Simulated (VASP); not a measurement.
Set up this calculation in VASP 6.6.1, as the native input.

```yaml
Task: single point
Functional: PBE
Potentials_or_basis: VASP PAW PBE potentials, release 64 (Si, O, Ge_d)
Cutoff: 520 eV
k_mesh: 2 × 2 × 2
Occupations: fermi-dirac, width 0.02 eV
Spin: no spin polarisation
Dipole_correction: no
Further_INCAR_settings: LREAL = Auto; ALGO = Normal; EDIFF = 1e-07; NBANDS = 89
```

The structure of Si8GeO16 (a cell with a defect) lies in POSCAR:

```
Si8GeO16
1.0
   -4.1929000000     -4.1929000000      0.0000000000
    4.1929000000     -4.1929000000      0.0000000000
    0.0000000000      0.0000000000      5.3408000000
Si O Ge
8 16 1
Direct
    0.5029216056      0.4784516683     -0.0162335231
   -0.0118414463      0.4903408142      0.2328490114
    0.5533520952      0.5991199409      0.4923794188
    0.0135347850      0.4782966443      0.7375674056
   -0.0199623173     -0.0378496983     -0.0245094368
    0.4824226669     -0.0334732524      0.2370431396
   -0.0344153211     -0.0443130053      0.4941394548
    0.5136778840     -0.0042929715      0.7835155782
    0.2090677097      0.4589901977     -0.0382152487
   -0.0042214219      0.1922535715      0.2860245656
    0.7979202938      0.4622576260     -0.0022843020
   -0.0754012736      0.7988623626      0.2392899940
    0.2129313840      0.6052612750      0.3993596465
   -0.0406520547      0.1584702712      0.7630317555
    0.8108588328      0.5153354480      0.4837852007
    0.0088363662      0.7823821222      0.7311076992
    0.6923489709      0.0044718453      0.0158403235
    0.5282382122      0.6892007918      0.2170274116
    0.2954399103     -0.0524100265     -0.0330849311
    0.4409835675      0.2396193565      0.1889042840
    0.6754275084     -0.0316964392      0.4943828640
    0.5442653056      0.6976913354      0.7792091072
    0.2982303418     -0.0296334279      0.4867810066
    0.5263183000      0.2713634954      0.8060590174
    0.3180495600      0.3131603425      0.5022281306
```

One way to write it, as run:

INCAR

```
SYSTEM = Si8GeO16
ALGO = Normal
EDIFF = 1E-7
ENCUT = 520
GGA = PE
ISIF = 2
ISMEAR = -1
LASPH = .TRUE.
LCHARG = .FALSE.
LREAL = Auto
LWAVE = .FALSE.
NBANDS = 89
NELM = 100
PREC = Accurate
SIGMA = 0.02
```

KPOINTS

```
k-points
0
G
  2 2 2
  0 0 0
```

Potentials or basis: VASP PAW PBE potentials, release 64 (Si, O, Ge_d).

Run with:

```console
$ cat potpaw_PBE.64/Si/POTCAR potpaw_PBE.64/O/POTCAR potpaw_PBE.64/Ge_d/POTCAR > POTCAR
$ mpirun -np 1 vasp_std > vasp.out
```

It gave:

- Pressure: 54.9 GPa
- Largest force: 5.624 eV/Å
- Band gap on the k mesh: 1.81 eV

Caveat: the k points lie up to 0.59 Å⁻¹ apart; the atoms stand as in a frame of molecular dynamics.

Wall time 6.9 min on 1 thread of Intel Xeon 8259CL, with other jobs on the host, peak memory 0.33 GiB.
